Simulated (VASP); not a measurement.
# TiO2 (I4_1/amd) in VASP: further runs

Runs on TiO2. Level: PBE. Tasks: single point.

Everything below comes from runs of VASP 6.6.1. Logs are shortened: lines on timing, memory, paths and dates and some standing lists are left out, and cuts for length are marked.

## 1. The cell of the first run

The structure is tetragonal, space group I4_1/amd (No. 141). The conventional cell has a = 3.709 Å, b = 3.709 Å, c = 9.514 Å, α = 90.00°, β = 90.00°, γ = 90.00°. Within 2.5 Å of Ti (site symmetry -4m2) lie 6 O at 1.90 to 1.97 Å. O (site symmetry 2mm) has 3 Ti at 1.90 to 1.97 Å and 2 O at 2.42 Å within 2.5 Å.

## 2. Single point, PBE (equal xx and yy strain of -2 %)

File INCAR:

```
ALGO     = Normal         # electronic algorithm
EDIFF    = 1E-6           # SCF threshold, eV
ENCUT    = 520            # plane-wave cutoff, eV
GGA      = PE             # functional
ISIF     = 2              # what is computed and relaxed
ISMEAR   = -1             # smearing method
LASPH    = T              # aspherical terms in the spheres
LCHARG   = T              # write CHGCAR
LELF     = T              # ELF
LREAL    = F              # projectors in reciprocal space
LVHAR    = T            
LWAVE    = F              # write WAVECAR
NBANDS   = 33             # bands
NELM     = 60             # most SCF steps
PREC     = Accurate       # precision mode
SIGMA    = 0.08           # smearing width, eV
```

File KPOINTS:

```
k-points
0
Gamma
  13 13 13
```

File POSCAR:

```
TiO2
1.0
   -1.8546500000      1.8546500000      4.7570000000
    1.8546500000     -1.8546500000      4.7570000000
    1.8546500000      1.8546500000     -4.7570000000
Ti O
2 4
Direct
    0.0000000000      0.0000000000      0.0000000000
    0.7500000000      0.2500000000      0.5000000000
    0.2066000000      0.2066000000      0.0000000000
    0.9566000000      0.4566000000      0.5000000000
    0.5434000000      0.0434000000      0.5000000000
    0.7934000000      0.7934000000      0.0000000000
```

Potentials or basis: VASP PAW PBE potentials, release 64 (Ti_sv, O).

Started as:

```sh
$ cat potpaw_PBE.64/Ti_sv/POTCAR potpaw_PBE.64/O/POTCAR > POTCAR
$ mpirun -np 1 vasp_std > vasp.out
```

OUTCAR:

```text
EDIFF = 1E-6
   ENCUT = 520
   GGA = PE
   ISIF = 2
   ISMEAR = -1
   LASPH = T
   LREAL = F
   NELM = 60
   PREC = Accurate

 ion  position               nearest neighbor table
   1  0.000  0.000  0.000-   5 1.90   4 1.90   5 1.90   4 1.90   3 1.97   6 1.97
   2  0.750  0.250  0.500-   6 1.90   3 1.90   6 1.90   3 1.90   4 1.97   5 1.97
   3  0.207  0.207  0.000-   2 1.90   2 1.90   1 1.97
   4  0.957  0.457  0.500-   1 1.90   1 1.90   2 1.97
   5  0.543  0.043  0.500-   1 1.90   1 1.90   2 1.97
   6  0.793  0.793  0.000-   2 1.90   2 1.90   1 1.97

  LATTYP: Found a body centered tetragonal cell.
 ALAT       =     3.7093000000
 C/A-ratio  =     2.5649044294

  Lattice vectors:

 A1 = (  -1.8546500000,   1.8546500000,   4.7570000000)
 A2 = (   1.8546500000,  -1.8546500000,   4.7570000000)
 A3 = (   1.8546500000,   1.8546500000,  -4.7570000000)

Analysis of symmetry for initial positions (statically):
=====================================================================
 Subroutine PRICEL returns:
 Original cell was already a primitive cell.

 Routine SETGRP: Setting up the symmetry group for a
 body centered tetragonal supercell.

 Subroutine GETGRP returns: Found 16 space group operations
 (whereof  8 operations were pure point group operations)
 out of a pool of 16 trial point group operations.

The static configuration has the point symmetry D_2d.
 The point group associated with its full space group is D_4h.

Analysis of symmetry for dynamics (positions and initial velocities):
=====================================================================
 Subroutine PRICEL returns:
 Original cell was already a primitive cell.

 Routine SETGRP: Setting up the symmetry group for a
 body centered tetragonal supercell.

 Subroutine GETGRP returns: Found 16 space group operations
 (whereof  8 operations were pure point group operations)
 out of a pool of 16 trial point group operations.

The dynamic configuration has the point symmetry D_2d.
 The point group associated with its full space group is D_4h.

 Subroutine INISYM returns: Found 16 space group operations
 (whereof  8 operations are pure point group operations),
 and found     1 'primitive' translations

----------------------------------------------------------------------------------------

                                     Primitive cell

  volume of cell :      65.4511

  direct lattice vectors                    reciprocal lattice vectors
    -1.854650000  1.854650000  4.757000000     0.000000000  0.269592646  0.105108262
     1.854650000 -1.854650000  4.757000000     0.269592646  0.000000000  0.105108262
     1.854650000  1.854650000 -4.757000000     0.269592646  0.269592646  0.000000000

  length of vectors
     5.432172884  5.432172884  5.432172884     0.289357808  0.289357808  0.381261576

  position of ions in fractional coordinates (direct lattice)
     0.000000000  0.000000000  0.000000000
     0.750000000  0.250000000  0.500000000
     0.206600000  0.206600000  0.000000000
     0.956600000  0.456600000  0.500000000
     0.543400000  0.043400000  0.500000000
     0.793400000  0.793400000  0.000000000

  ion indices of the primitive-cell ions
   primitive index   ion index
                 1           1
                 2           2
                 3           3
                 4           4
                 5           5
                 6           6

----------------------------------------------------------------------------------------

 KPOINTS: k-points

Automatic generation of k-mesh.
 Grid dimensions read from file:
 generate k-points for:   13   13   13

 Generating k-lattice:

  Cartesian coordinates                     Fractional coordinates (reciprocal lattice)
     0.000000000  0.020737896  0.008085251     0.076923077  0.000000000  0.000000000
     0.020737896  0.000000000  0.008085251     0.000000000  0.076923077  0.000000000
     0.020737896  0.020737896  0.000000000     0.000000000  0.000000000  0.076923077

  Length of vectors
     0.022258293  0.022258293  0.029327814

  Shift w.r.t. Gamma in fractional coordinates (k-lattice)
     0.000000000  0.000000000  0.000000000

 Subroutine IBZKPT returns following result:
 ===========================================

 Found    196 irreducible k-points:

 Following reciprocal coordinates:
            Coordinates               Weight
  0.000000  0.000000  0.000000      1.000000
  0.076923 -0.000000  0.000000      8.000000
  0.153846 -0.000000  0.000000      8.000000
  0.230769 -0.000000  0.000000      8.000000
  0.307692 -0.000000  0.000000      8.000000
  0.384615  0.000000  0.000000      8.000000
[... 16 lines left out ...]
  0.384615  0.153846  0.000000     16.000000
  0.461538  0.153846  0.000000     16.000000
 [... further k-points ...]
   k-points           NKPTS =    196   k-points in BZ     NKDIM =    196   number of bands    NBANDS=     33
   number of dos      NEDOS =    301   number of ions     NIONS =      6
   total plane-waves  NPLWV =  64000
   dimension x,y,z NGX =    40 NGY =   40 NGZ =   40
   dimension x,y,z NGXF=    80 NGYF=   80 NGZF=   80
   ions per type =               2   4
   NGX,Y,Z   is equivalent  to a cutoff of  12.24, 12.24, 12.24 a.u.
   NGXF,Y,Z  is equivalent  to a cutoff of  24.48, 24.48, 24.48 a.u.
 SYSTEM =  unknown system
   PREC   = accura    normal or accurate (medium, high low for compatibility)
   ISTART =      0    job   : 0-new  1-cont  2-samecut
   ICHARG =      2    charge: 1-file 2-atom 10-const
   ISPIN  =      1    spin polarized calculation?
   LNONCOLLINEAR =      F non collinear calculations
   LSORBIT =      F    spin-orbit coupling
   LASPH  =      T    aspherical Exc in radial PAW
   ENCUT  =  520.0 eV  38.22 Ry    6.18 a.u.  10.10 10.10 10.10*2*pi/ulx,y,z
   NELM   =     60;   NELMIN=  2; NELMDL= -5     # of ELM steps
   EDIFF  = 0.1E-05   stopping-criterion for ELM
   LREAL  =      F    real-space projection
   EDIFFG = 0.1E-04   stopping-criterion for IOM
   NSW    =      0    number of steps for IOM
   IBRION =     -1    ionic relax: 0-MD 1-quasi-New 2-CG
   NFREE  =      0    steps in history (QN), initial steepest desc. (CG)
   ISIF   =      2    stress and relaxation
   ISYM   =      2    0-nonsym 1-usesym 2-fastsym
   POTIM  = 0.5000    time-step for ionic-motion
   TEBEG  =    0.0;   TEEND  =   0.0 temperature during run
   PSTRESS=    0.0 pullay stress
   NELECT =      48.0000    total number of electrons
   NUPDOWN=      -1.0000    fix difference up-down
   EMIN   =  10.00;   EMAX   =-10.00  energy-range for DOS
   EFERMI =   0.00;   METHOD = LEGACY
   ISMEAR =    -1;   SIGMA  =   0.08  broadening in eV -4-tet -1-fermi 0-gaus
   EFERMI_NEDOS =   21; number of points for ismear=-14 and -15
   IALGO  =     38    algorithm
   IMIX   =      4    mixing-type and parameters
     AMIX     =   0.40;   BMIX     =  1.00
     AMIX_MAG =   1.60;   BMIX_MAG =  1.00
  volume/ion in A,a.u.               =      10.91        73.61
  Fermi-wavevector in a.u.,A,eV,Ry     =   1.476328  2.789856 29.654505  2.179545
  Thomas-Fermi vector in A             =   2.590868
   LORBIT       =      0    0 simple, 1 ext, 2 COOP (PROOUT), +10 PAW based schemes
   GGA     = PE    functional components
   LHFCALC =     F    Hartree Fock is set to
   AEXX    =    0.0000 exact exchange contribution
   IVDW    =     0    specifies the selected vdW correction
   LEPSILON=     F    determine dielectric tensor
   LRPA    =     F    only Hartree local field effects (RPA)
 non-spin polarized calculation
  energy-cutoff  :      520.00
  volume of cell :       65.45
 maximum number of plane-waves:      1798
   NGX = 21   NGY = 21   NGZ = 21

 number of electron      48.0000014 magnetization

 Free energy of the ion-electron system (eV)
  ---------------------------------------------------
  ext. energy  EPLUGINS =         0.00000000
  ---------------------------------------------------
  free energy    TOTEN  =       -53.62645352 eV

  energy without entropy =      -53.62645346  energy(sigma->0) =      -53.62645349

 E-fermi :   5.0002     XC(G=0): -10.9369

 val. band max:        3.7592072607   @ k =  -0.4615   0.4615   0.0000
 cond. band min:       6.0267630880   @ k =   0.0000   0.0000   0.0000
 fundamental gap:      2.2675558273
 Fermi energy:         5.0001621883

 k-point     1 :       0.0000    0.0000    0.0000
  band No.  band energies     occupation
      1     -52.4278      2.00000
      2     -52.3587      2.00000
      3     -28.9552      2.00000
      4     -28.6807      2.00000
      5     -28.6807      2.00000
      6     -28.6027      2.00000
[... 25 lines left out ...]
     32       9.3746      0.00000
     33       9.5559      0.00000

 k-point     2 :       0.0769   -0.0000    0.0000
  band No.  band energies     occupation
      1     -52.4269      2.00000
      2     -52.3592      2.00000
      3     -28.9532      2.00000
      4     -28.6902      2.00000
      5     -28.6813      2.00000
      6     -28.6069      2.00000
[... 25 lines left out ...]
     32       9.4944      0.00000
     33       9.7405      0.00000

 k-point     3 :       0.1538   -0.0000    0.0000
  band No.  band energies     occupation
      1     -52.4242      2.00000
      2     -52.3609      2.00000
      3     -28.9480      2.00000
      4     -28.7156      2.00000
      5     -28.6830      2.00000
      6     -28.6179      2.00000
[... 25 lines left out ...]
     32       9.8029      0.00000
     33      10.0939      0.00000

 k-point     4 :       0.2308   -0.0000    0.0000
  band No.  band energies     occupation
      1     -52.4202      2.00000
      2     -52.3636      2.00000
      3     -28.9410      2.00000
      4     -28.7505      2.00000
      5     -28.6851      2.00000
      6     -28.6315      2.00000
[... 673 lines left out ...]
     32      10.5723      0.00000
     33      10.8767      0.00000

 k-point    23 :       0.3846    0.1538    0.0000
  band No.  band energies     occupation
      1     -52.4056      2.00000
      2     -52.3741      2.00000
      3     -28.9147      2.00000
      4     -28.8316      2.00000
      5     -28.7152      2.00000
      6     -28.6644      2.00000
[... 25 lines left out ...]
     32      10.5924      0.00000
     33      10.9555      0.00000

 k-point    24 :       0.4615    0.1538    0.0000
  band No.  band energies     occupation
      1     -52.4042      2.00000
      2     -52.3749      2.00000
      3     -28.9204      2.00000
      4     -28.8433      2.00000
      5     -28.7147      2.00000
      6     -28.6707      2.00000
[... 25 lines left out ...]
     32      10.6379      0.00000
     33      10.9845      0.00000

 [... further k-points ...]
[... 5 lines left out ...]
  --------------------------------------------------------------------------------------
  -------------------------------------------------------------------------------------
  Total        6.9180694      6.9180694      6.5782340      0.0000000      0.0000000      0.0000000
  in kB      169.3473589    169.3473589    161.0285312      0.0000000      0.0000000      0.0000000
  external PRESSURE =     166.5744163 kB  Pullay stress =       0.0000000 kB

 VOLUME and BASIS-vectors are now :
 -----------------------------------------------------------------------------
  energy-cutoff  :      520.00
  volume of cell :       65.45
      direct lattice vectors                 reciprocal lattice vectors
    -1.854650000  1.854650000  4.757000000     0.000000000  0.269592646  0.105108262
     1.854650000 -1.854650000  4.757000000     0.269592646  0.000000000  0.105108262
     1.854650000  1.854650000 -4.757000000     0.269592646  0.269592646  0.000000000

 POSITION                                       TOTAL-FORCE (eV/Angst)
 -----------------------------------------------------------------------------------
      0.00000      0.00000      0.00000         0.000000      0.000000     -0.000000
     -0.00000      1.85465      2.37850         0.000000      0.000000      0.000000
      0.00000      0.00000      1.96559         0.000000      0.000000      0.312371
      0.00000      1.85465      4.34409        -0.000000     -0.000000      0.312371
      0.00000      1.85465      0.41291        -0.000000     -0.000000     -0.312371
      0.00000      0.00000      7.54841         0.000000      0.000000     -0.312371
 -----------------------------------------------------------------------------------
    total drift:                                0.000000      0.000000     -0.000000

  FREE ENERGIE OF THE ION-ELECTRON SYSTEM (eV)
  ---------------------------------------------------
  free  energy   TOTEN  =       -53.6264535187 eV

  energy  without entropy=      -53.6264534577  energy(sigma->0) =      -53.62645349
```

It took 20 min on 1 thread of Oxide Virtual Turin-like, shared host; peak memory 0.44 GiB.

What came out:

| Quantity | Value |
| --- | --- |
| Free energy | -53.6265 eV |
| Pressure | 16.7 GPa |
| Largest force | 0.312 eV/Å |
| Band gap on the k mesh | 2.27 eV, indirect (least direct gap 2.58 eV) |

Forces on the atoms (eV/Å):
```
Ti   0.000  0.000  0.000
Ti   0.000  0.000  0.000
O    0.000  0.000  0.312
O    0.000  0.000  0.312
O    0.000  0.000 -0.312
O    0.000  0.000 -0.312
```

Stress tensor (GPa, compression positive):
```
16.93  0.00  0.00
 0.00 16.93  0.00
 0.00  0.00 16.10
```

Caveat: the cell differs from its parent crystal (equal xx and yy strain of -2 %). A k mesh can miss the band edges.

## 3. Single point, PBE (equal xx and yy strain of +1 %)

Changes to INCAR since step 2:

```diff
@@ -7,9 +7,7 @@
 LASPH    = T              # aspherical terms in the spheres
-LCHARG   = T              # write CHGCAR
-LELF     = T              # ELF
+LCHARG   = F              # write CHGCAR
 LREAL    = F              # projectors in reciprocal space
-LVHAR    = T            
 LWAVE    = F              # write WAVECAR
 NBANDS   = 33             # bands
-NELM     = 60             # most SCF steps
+NELM     = 100            # most SCF steps
 PREC     = Accurate       # precision mode
```

KPOINTS is that of step 2.

Changes to POSCAR since step 2:

```diff
@@ -2,5 +2,5 @@
 1.0
-   -1.8546500000      1.8546500000      4.7570000000
-    1.8546500000     -1.8546500000      4.7570000000
-    1.8546500000      1.8546500000     -4.7570000000
+   -1.9114250000      1.9114250000      4.7570000000
+    1.9114250000     -1.9114250000      4.7570000000
+    1.9114250000      1.9114250000     -4.7570000000
 Ti O
```

Potentials or basis: VASP PAW PBE potentials, release 64 (Ti_sv, O).

Started as:

```sh
$ cat potpaw_PBE.64/Ti_sv/POTCAR potpaw_PBE.64/O/POTCAR > POTCAR
$ mpirun -np 1 vasp_std > vasp.out
```

It took 28 min on 1 thread of Oxide Virtual Turin-like, shared host; peak memory 0.47 GiB.

It converged, with:

| Quantity | Value |
| --- | --- |
| Free energy | -53.8385 eV |
| Pressure | 2.4 GPa |
| Largest force | 0.361 eV/Å |
| Band gap on the k mesh | 2.10 eV, indirect (least direct gap 2.39 eV) |

Forces in eV/Å, atoms in the order of the input:
```
Ti   0.000  0.000  0.000
Ti   0.000  0.000  0.000
O    0.000  0.000  0.361
O    0.000  0.000  0.361
O    0.000  0.000 -0.361
O    0.000  0.000 -0.361
```

Stress tensor (GPa, compression positive):
```
0.40 0.00 0.00
0.00 0.40 0.00
0.00 0.00 6.48
```

Levels at points of the mesh, in eV from the valence-band top:
| k point | band 20 | band 21 | band 22 | band 23 | band 24 | band 25 | band 26 | band 27 | band 28 | band 29 |
| --- | --- | --- | --- | --- | --- | --- | --- | --- | --- | --- |
| (0.00, 0.00, 0.00) | -0.70 | -0.68 | -0.68 | -0.41 | -0.41 | 2.10 | 2.84 | 3.99 | 3.99 | 4.00 |

Caveat: the cell differs from its parent crystal (equal xx and yy strain of +1 %). A k mesh can miss the band edges.

(Part 1 of 2 ends here.)
